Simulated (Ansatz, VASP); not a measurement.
Al3BiO3 in VASP and in Ansatz

```
Al Bi O
1.0
     3.72376    2.14991    2.20140
    -3.72376    2.14991    2.20140
     0.00000   -4.29983    2.20140
Al Bi O
3 1 3
Direct
  0.46332 0.02322 0.46332
  0.02322 0.46332 0.46332
  0.46332 0.46332 0.02322
  0.86937 0.86937 0.86937
  0.26757 0.26757 0.64584
  0.26757 0.64584 0.26757
  0.64584 0.26757 0.26757
```

Alike in both runs: functional PBE; k mesh 3 × 3 × 3; occupations gaussian, width 0.15 eV; no spin polarisation.

Ansatz relaxed the structure, and its values are those at the end. VASP's run is a single point on that final structure, the one shown.

|  | VASP | Ansatz |
| --- | --- | --- |
| version | VASP 6.6.1 | Ansatz 0.2.0 |
| potentials or method | VASP PAW PBE potentials, release 64 (Al, Bi_d, O), cutoff 520 eV | scalar-relativistic, plane waves, PAW |
| valence electrons in the cell | 42 | 42 |

```csv
,VASP,Ansatz,Ansatz less VASP
gap on the k mesh at the Fermi level (eV),0.71,0.72,+0.011
least direct gap on the mesh (eV),0.76,0.77,+0.006
pressure (GPa),-0.1,0.0,+0.11
rms of the force components (eV/Å),0.015,0.013,-0.0013
```

The k mesh is coarse, so the values compare programs but aren't converged. Neither program's run includes spin-orbit coupling.
